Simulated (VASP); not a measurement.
Runs of VASP 6.6.1 on Cd. The structure is that of space group Fm-3m (No. 225), or close to it. The cells are those of the table. 

```tsv
task	level	cell	cutoff (eV)	gap on the mesh (eV)	pressure (GPa)	relaxed volume (Å³/atom)
single point	PBE+D3(BJ)	a = 3.118 Å, angles 60.0°, 1 atom	520	none	0.4	-
single point	r2SCAN+D4	a = 3.114 Å, angles 60.0°, 1 atom	520	none	0.4	-
relaxation of cell and atoms	r2SCAN+D4	relaxed from a = 3.137 Å, angles 60.0°, 1 atom	600	none	0.0	(a)
relaxation of cell and atoms	PBE+D3(BJ)	relaxed from a = 3.137 Å, angles 60.0°, 1 atom	600	none	0.0	21.55
```

Alike in all rows: potentials or basis VASP PAW PBE potentials, release 64 (Cd); no spin polarisation; k mesh 10 × 10 × 10; smearing methfessel-paxton 0.1 eV.

Q: Fill in the values left out.

A: (a) 21.46.

Caveats: pairwise dispersion overbinds metals, which lowers pressure and volume; the PAW data sets were made with another functional, which shifts forces and pressure a little (some runs).

A k mesh can miss the band edges, and the runs leave out spin-orbit coupling on Cd.

A gap of «none» marks levels without a gap at the run's occupations.
